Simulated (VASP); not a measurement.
Crystal: TaC3.

```
Ta C
1.0
     4.05728    0.00000    0.00000
     0.00000    4.05728    0.00000
     0.00000    0.00000    4.05728
Ta C
1 3
Direct
  0.50000 0.50000 0.50000
  0.00000 0.50000 0.50000
  0.50000 0.00000 0.50000
  0.50000 0.50000 0.00000
```

The cell was generated, and may not be a known phase.

- Program: VASP 6.6.1
- Task: relaxation of cell and atoms
- Functional: PBE
- Potentials or basis: VASP PAW PBE potentials, release 64 (Ta_pv, C)
- Cutoff: 600 eV
- k mesh: 4 × 4 × 4
- Occupations: gaussian, width 0.1 eV
- Spin: no spin polarisation

At the start: pressure 13.3 GPa; volume 16.70 Å³/atom.

**Question.** Where does the relaxation end?

**Answer.** Over 3 steps the energy falls by 65.8 meV/atom and the volume is 18.43 Å³/atom (+10.4 %); space group Pm-3m (No. 221, to 0.1 Å) before and after.

The path:
| step | energy change (eV) | largest force (eV/Å) | pressure (GPa) | volume (Å³) |
| --- | --- | --- | --- | --- |
| 1 | 0.0000 | 0.0000 | 13.33 | 66.79 |
| 2 | -0.0355 | 0.0000 | -8.87 | 81.13 |
| 3 | -0.2632 | 0.0000 | -0.14 | 73.73 |

Final structure:
```
Ta C
1.0
     4.19318    0.00000    0.00000
     0.00000    4.19318    0.00000
     0.00000    0.00000    4.19318
Ta C
1 3
Direct
  0.50000 0.50000 0.50000
  0.00000 0.50000 0.50000
  0.50000 0.00000 0.50000
  0.50000 0.50000 0.00000
```

Caveat: the k points lie up to 0.37 Å⁻¹ apart in the final cell, too coarse for converged energies and pressures of a metal.
